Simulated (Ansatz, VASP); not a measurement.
**AlIr: VASP beside Ansatz**

```xyz
2
Lattice="2.9946 0.0000 0.0000 0.0000 2.9946 0.0000 0.0000 0.0000 2.9946" Properties=species:S:1:pos:R:3 pbc="T T T"
Al    0.0000    0.0000    0.0000
Ir    1.4973    1.4973    1.4973
```

Alike in both runs: task single point; functional LDA; k mesh 11 × 11 × 11; occupations fermi-dirac, width 0.03 eV; no spin polarisation.

```csv
,VASP,Ansatz
version,VASP 6.6.1,Ansatz 0.2.0
potentials or method,"VASP PAW LDA potentials, release 64 (Al, Ir_sv_GW)","PAW with Ansatz's default frozen-core files, scalar-relativistic"
plane-wave cutoff (eV),560,420
valence electrons in the cell,20,20
```

|  | VASP | Ansatz | Ansatz less VASP |
| --- | --- | --- | --- |
| pressure (GPa) | -6.5 | -6.3 | +0.17 |

LDA's correlation is that of Perdew and Zunger in VASP and of Perdew and Wang (1992) in Ansatz.

Spin-orbit coupling is off throughout.
